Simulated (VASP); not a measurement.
A run of VASP 6.6.1:

The input INCAR:

```
PREC = Accurate ; ENCUT = 520
EDIFF = 1E-6 ; ISMEAR = 0
SIGMA = 0.1 ; LREAL = False
LASPH = True ; NELM = 80
ALGO = Normal ; ISIF = 2
LWAVE = False ; LCHARG = False
GGA = CA ; NBANDS = 16
```

The input KPOINTS:

```
regular mesh
0
Gamma
  12 12 7
```

File POSCAR:

```
Ir
1.0
    2.7695995774      0.0000000000      0.0000000000
   -1.3847997887      2.3985433473      0.0000000000
    0.0000000000      0.0000000000      4.4918424506
Ir
2
Direct
    0.6666666667      0.3333333333      0.7500000000
    0.3333333333      0.6666666667      0.2500000000
```

Potentials or basis: VASP PAW LDA potentials, release 64 (Ir).

Command:

```console
$ cat potpaw_LDA.64/Ir/POTCAR > POTCAR
$ mpirun -np 1 vasp_std > vasp.out
```

Hardware: 1 thread of Intel Xeon 6975P-C (shared host).

Question: How long does it take, and how much memory?

Answer: Wall time 55 s on 1 thread of Intel Xeon 6975P-C (shared host), peak memory 0.16 GiB. Counts: scf iterations 12, k points 76.
